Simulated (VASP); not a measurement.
# Y (a cell with a defect) in VASP: single point with PBE

Aim: the single point of Y (a cell with a defect) with PBE.

All numbers are computed with VASP 6.6.1; they aren't measurements. Logs are shortened: lines on timing, memory, paths and dates and some standing lists are left out, and cuts for length are marked.

### 1 The cell of the first run

The cell holds a defect, 17 atoms: a = 7.300 Å, b = 6.322 Å, c = 11.468 Å, α = 90.00°, β = 90.00°, γ = 90.00°.

### 2 Single point, PBE

Input file INCAR:

```
  ALGO = Normal
  EDIFF = 1E-7
  ENCUT = 520
  GGA = PE
  ISIF = 2
  ISMEAR = 0
  LASPH = T
  LCHARG = F
  LREAL = Auto
  LWAVE = F
  NBANDS = 108
  NELM = 100
  PREC = Accurate
  SIGMA = 0.05
```

Input file KPOINTS:

```
k-points
0
Gamma
  3 3 2
```

Input file POSCAR:

```
Y
1.0
   -3.6500000000     -6.3219850000      0.0000000000
    5.4750000000     -3.1609930000      0.0000000000
    0.0000000000      0.0000000000     11.4683000000
Y
17
Direct
    0.7493945139      0.5013415481      0.0075427047
    0.5001590995      0.3637387604      0.2610831597
    0.7406380342      0.4917709269      0.5144474770
    0.4999540492      0.3322342063      0.7527244666
    0.5014813542      0.0188147841     -0.0110275281
    0.2976149051      0.8779940463      0.2287417490
    0.4985041195     -0.0067948793      0.4968930879
    0.2512051321      0.8318426908      0.7533605678
    0.2498210145      0.5005276170      0.0086103433
   -0.0011049919      0.2353022428      0.2429827437
    0.2597861280      0.4920643593      0.5161346494
   -0.0002712318      0.3309835623      0.7595368974
   -0.0001103063     -0.0150695193     -0.0086081634
    0.7044458317      0.8742018786      0.2312244186
   -0.0006830202      0.0218434660      0.5107910501
    0.7483686058      0.8317639107      0.7525117934
    0.0047819679      0.6507200334      0.3151213345
```

Potentials or basis: VASP PAW PBE potentials, release 64 (Y_sv).

Command:

```
$ cat potpaw_PBE.64/Y_sv/POTCAR > POTCAR
$ mpirun -np 1 vasp_std > vasp.out
```

OUTCAR:

```text
EDIFF = 1E-7
   ENCUT = 520
   GGA = PE
   ISIF = 2
   ISMEAR = 0
   LASPH = T
   LREAL = Auto
   NELM = 100
   PREC = Accurate

 ion  position               nearest neighbor table
   1  0.749  0.501  0.008-  14 3.50   2 3.54  12 3.55   5 3.55  13 3.57  16 3.59   4 3.61   9 3.65
                             9 3.65  10 3.67   5 3.74  13 3.75  17 4.10
   2  0.500  0.364  0.261-   6 3.43  14 3.45   3 3.49  11 3.51   9 3.53   1 3.54  14 3.57   7 3.58
                             6 3.59  10 3.74  10 3.75   5 3.81  17 4.09  17 4.15
   3  0.741  0.492  0.514-  17 3.15   4 3.40  16 3.48   2 3.49  11 3.51  15 3.52  12 3.54   7 3.62
                             7 3.64  11 3.79  15 3.85  10 3.98  14 4.06
   4  0.500  0.332  0.753-   5 3.36  11 3.38   3 3.40   1 3.61   9 3.62   7 3.63  16 3.64   8 3.64
                            16 3.65   8 3.65  12 3.65  12 3.65
   5  0.501  0.019  0.989-   6 3.25  14 3.28   4 3.36  16 3.46   8 3.47   1 3.55   9 3.56  13 3.64
                            13 3.67   1 3.74   9 3.76   2 3.81
   6  0.298  0.878  0.229-  17 2.76  14 2.97  10 3.14   5 3.25   2 3.43   7 3.48   9 3.49  13 3.55
                             2 3.59  15 4.00  11 4.11  14 4.33
   7  0.499  0.993  0.497-  14 3.48   6 3.48   2 3.58   8 3.60  16 3.60  11 3.61   3 3.62  11 3.62
                             4 3.63   3 3.64  15 3.65  15 3.66
   8  0.251  0.832  0.753-  13 3.43  11 3.47   5 3.47  15 3.54   7 3.60   9 3.60  16 3.63   4 3.64
                             4 3.65  12 3.65  12 3.66  16 3.67
   9  0.250  0.501  0.009-   6 3.49   2 3.53  12 3.56   5 3.56  13 3.57   8 3.60   4 3.62   1 3.65
                             1 3.65  10 3.66  13 3.74   5 3.76  17 4.06
  10  0.999  0.235  0.243-  17 2.75  14 3.14   6 3.14  13 3.29  15 3.35   9 3.66   1 3.67   2 3.74
                             2 3.75  17 3.79   3 3.98  11 4.01
  11  0.260  0.492  0.516-  17 3.13   4 3.38   8 3.47   2 3.51   3 3.51  12 3.53  15 3.53   7 3.61
                             7 3.62   3 3.79  15 3.85  10 4.01   6 4.11
  12  1.000  0.331  0.760-  13 3.44  15 3.46  11 3.53   3 3.54   1 3.55   9 3.56   4 3.65   8 3.65
                            16 3.65   4 3.65  16 3.66   8 3.66
  13  1.000  0.985  0.991-  10 3.29   8 3.43  16 3.44  12 3.44   6 3.55  14 3.56   1 3.57   9 3.57
                             5 3.64   5 3.67   9 3.74   1 3.75  17 4.27
  14  0.704  0.874  0.231-  17 2.78   6 2.97  10 3.14   5 3.28   2 3.45   7 3.48   1 3.50  13 3.56
                             2 3.57  15 3.97   3 4.06   6 4.33
  15  0.999  0.022  0.511-  17 3.25  10 3.35  12 3.46   3 3.52  11 3.53  16 3.53   8 3.54   7 3.65
                             7 3.66   3 3.85  11 3.85  14 3.97   6 4.00
  16  0.748  0.832  0.753-  13 3.44   5 3.46   3 3.48  15 3.53   1 3.59   7 3.60   8 3.63   4 3.64
                             4 3.65  12 3.65  12 3.66   8 3.67
  17  0.005  0.651  0.315-  10 2.75   6 2.76  14 2.78  11 3.13   3 3.15  15 3.25  10 3.79   9 4.06
                             2 4.09   1 4.10   2 4.15  13 4.27

  LATTYP: Found a simple orthorhombic cell.
 ALAT       =     6.3219855857
 B/A-ratio  =     1.1547004518
 C/A-ratio  =     1.8140345062

  Lattice vectors:

 A1 = (  -5.4750000000,   3.1609930000,   0.0000000000)
 A2 = (  -3.6500000000,  -6.3219850000,   0.0000000000)
[... 162 lines left out ...]
     AMIX     =   0.40;   BMIX     =  1.00
     AMIX_MAG =   1.60;   BMIX_MAG =  1.00
  volume/ion in A,a.u.               =      31.13       210.10
  Fermi-wavevector in a.u.,A,eV,Ry     =   1.157347  2.187069 18.224350  1.339452
  Thomas-Fermi vector in A             =   2.293959
   LORBIT       =      0    0 simple, 1 ext, 2 COOP (PROOUT), +10 PAW based schemes
   GGA     = PE    functional components
   LHFCALC =     F    Hartree Fock is set to
   AEXX    =    0.0000 exact exchange contribution
   IVDW    =     0    specifies the selected vdW correction
   LEPSILON=     F    determine dielectric tensor
   LRPA    =     F    only Hartree local field effects (RPA)
 non-spin polarized calculation
 Gauss-broadening in eV      SIGMA  =   0.05
  energy-cutoff  :      520.00
  volume of cell :      529.27
 maximum number of plane-waves:     14281
 NGX is ok and might be reduce to    54
   NGX = 27   NGY = 23   NGZ = 43

 number of electron     186.9999999 magnetization

 Free energy of the ion-electron system (eV)
  ---------------------------------------------------
  ext. energy  EPLUGINS =         0.00000000
  ---------------------------------------------------
  free energy    TOTEN  =      -106.68323839 eV

  energy without entropy =     -106.64228059  energy(sigma->0) =     -106.66275949

 E-fermi :   3.1954     XC(G=0):  -9.6175

 val. band max:        3.1944772925   @ k =   0.3333  -0.0000   0.5000
 cond. band min:       3.1959047270   @ k =  -0.0000   0.3333   0.5000
 fundamental gap:      0.0014274345
 Fermi energy:         3.1954073642

 k-point     1 :       0.0000    0.0000    0.0000
  band No.  band energies     occupation
      1     -39.5217      2.00000
      2     -39.5010      2.00000
      3     -39.4947      2.00000
      4     -39.4472      2.00000
      5     -39.3873      2.00000
      6     -39.3628      2.00000
[... 1069 lines left out ...]
    104       4.0695      0.00000
    105       4.1830      0.00000
 [bands above 105 left out]

------------------------ aborting loop because EDIFF is reached ----------------------------------------

  FORCE on cell =-STRESS in cart. coord.  units (eV):
  Direction    XX          YY          ZZ          XY          YZ          ZX
  --------------------------------------------------------------------------------------
  -------------------------------------------------------------------------------------
  Total        8.4182413      9.2221300      4.9773711      0.2747598      0.1963705     -0.2246937
  in kB       25.4833531     27.9168518     15.0672925      0.8317415      0.5944448     -0.6801835
  external PRESSURE =      22.8224991 kB  Pullay stress =       0.0000000 kB

 VOLUME and BASIS-vectors are now :
 -----------------------------------------------------------------------------
  energy-cutoff  :      520.00
  volume of cell :      529.27
      direct lattice vectors                 reciprocal lattice vectors
    -3.650000000 -6.321985000  0.000000000    -0.068493159 -0.118633621  0.000000000
     5.475000000 -3.160993000  0.000000000     0.136986296 -0.079089080  0.000000000
     0.000000000  0.000000000 11.468300000     0.000000000  0.000000000  0.087196882

 POSITION                                       TOTAL-FORCE (eV/Angst)
 -----------------------------------------------------------------------------------
      0.00956     -6.32240      0.08650        -0.003675     -0.002828     -0.032204
      0.16589     -4.31177      2.99418         0.004593     -0.000824      0.007108
     -0.01088     -6.23679      5.89984        -0.009513      0.017360      0.053754
     -0.00585     -4.21089      8.63247        -0.022564      0.009850     -0.011544
     -1.72740     -3.22983     11.34183        -0.007883      0.001917      0.001686
      3.72072     -4.65685      2.62328        -0.004648      0.021218     -0.077883
[... 9 lines left out ...]
      1.82236     -7.36037      8.63003         0.003553      0.000674     -0.008681
      3.54524     -2.08715      3.61391         0.030184     -0.007710      0.208633
 -----------------------------------------------------------------------------------
    total drift:                                0.000374     -0.000751     -0.002126

  FREE ENERGIE OF THE ION-ELECTRON SYSTEM (eV)
  ---------------------------------------------------
  free  energy   TOTEN  =      -106.6832383929 eV

  energy  without entropy=     -106.6422805914  energy(sigma->0) =     -106.66275949
```

stdout:

```text
POSCAR found type information on POSCAR Y
 POSCAR found :  1 types and      17 ions
 scaLAPACK will be used
 LDA part: xc-table for (Slater+PW92), standard interpolation
 POSCAR, INCAR and KPOINTS ok, starting setup
 FFT: planning ... GRIDC
 FFT: planning ... GRID_SOFT
 FFT: planning ... GRID
 WAVECAR not read
 entering main loop
```

It took 32 min on 1 thread of Intel Xeon 8259CL, shared host; peak memory 0.72 GiB.

What came out:

* Free energy: -106.6832 eV
* Pressure: 2.3 GPa
* Largest force: 0.211 eV/Å
* Band gap on the k mesh: zero (an odd number of electrons rules out a gap without spin polarisation)

Forces on the atoms (eV/Å):
```
Y   -0.004 -0.003 -0.032
Y    0.005 -0.001  0.007
Y   -0.010  0.017  0.054
Y   -0.023  0.010 -0.012
Y   -0.008  0.002  0.002
Y   -0.005  0.021 -0.078
Y   -0.033  0.023 -0.048
Y   -0.001 -0.006 -0.008
Y   -0.001  0.002 -0.036
Y    0.053 -0.033 -0.042
Y   -0.024  0.001  0.060
Y    0.001 -0.003  0.004
Y   -0.005  0.003 -0.026
Y   -0.019 -0.004 -0.068
Y    0.039 -0.023  0.024
Y    0.004  0.001 -0.009
Y    0.030 -0.008  0.209
```

Levels at points of the mesh, in eV from the Fermi level:
| k point | band 92 | band 93 | band 94 | band 95 | band 96 | band 97 |
| --- | --- | --- | --- | --- | --- | --- |
| (0.00, 0.00, 0.00) | -0.12 | -0.10 | -0.04 | 0.09 | 0.14 | 0.25 |
| (0.00, 0.00, 0.50) | -0.17 | -0.08 | -0.05 | -0.04 | -0.02 | 0.28 |
